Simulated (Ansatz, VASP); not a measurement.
**Ta: VASP beside Ansatz**

The input INCAR:

```
SYSTEM = Ta
ALGO = Normal
EDIFF = 1E-7
ENCUT = 520
GGA = CA
ISIF = 2
ISMEAR = -1
LASPH = .TRUE.
LCHARG = .FALSE.
LREAL = .FALSE.
LWAVE = .FALSE.
NBANDS = 24
NELM = 100
PREC = Accurate
SIGMA = 0.1
```

File KPOINTS:

```
k-points
0
G
  15 15 1
  0 0 0
```

Contents of POSCAR:

```
Ta
1.0
    2.8181880382      0.0000000000      0.0000000000
   -0.9393960127      2.6570131632      0.0000000000
    0.0000000000      0.0000000000     20.6021000000
Ta
3
Direct
    0.0000000000      0.0000000000      0.3918156972
    0.5000000000      0.5000000000      0.4999999802
    0.0000000000      0.0000000000      0.6081843226
```

Input for Ansatz:

```yaml
crystal:
  lattice:
    - [2.8181880382, 0.0, 0.0]
    - [-0.9393960127, 2.6570131632, 0.0]
    - [0.0, 0.0, 20.6021]
  atoms:
    - { symbol: Ta, position: [0.0, 0.0, 0.3918156972] }
    - { symbol: Ta, position: [0.5, 0.5, 0.4999999802] }
    - { symbol: Ta, position: [0.0, 0.0, 0.6081843226] }
kpoints:
  mp_grid: { grid: [15, 15, 1] }
scf:
  occupations: { method: fermi_dirac, width: 0.1 }
hamiltonian:
  xc: lda
  pseudopotentials: { kind: paw }
output:
  forces: true
  stress: true
  eigenvalues: true
  core_levels:
    shells: { Ta: ["4f"] }
    counted_from: fermi_level
    add_spin: false
  write_density: true
  write_potential: true
  elf: true
  volumetric_format: npy
```

Alike in both runs: task single point; functional LDA; k mesh 15 × 15 × 1; occupations fermi-dirac, width 0.1 eV; no spin polarisation.

|  | VASP | Ansatz |
| --- | --- | --- |
| version | VASP 6.6.1 | Ansatz 0.2.0 |
| potentials or method | VASP PAW LDA potentials, release 64 (Ta_pv) | PAW with Ansatz's default frozen-core files, scalar-relativistic |
| plane-wave cutoff (eV) | 520 | 420 |
| valence electrons in the cell | 33 | 39 |

VASP gave:

```
rms of the force components (eV/Å) : 0.025
```

Task: What did Ansatz give for the same quantities?

Result: rms of the force components (eV/Å): 0.002.

LDA's correlation is that of Perdew and Zunger in VASP and of Perdew and Wang (1992) in Ansatz. Atom by atom the forces differ by 0.023 eV/Å (rms over components). VASP's potentials hold 33 valence electrons a cell and Ansatz's 39, so a difference there can come from the potentials and not from the codes. Ansatz's warnings: xc potential rough in thin density.

Neither program's run includes spin-orbit coupling.
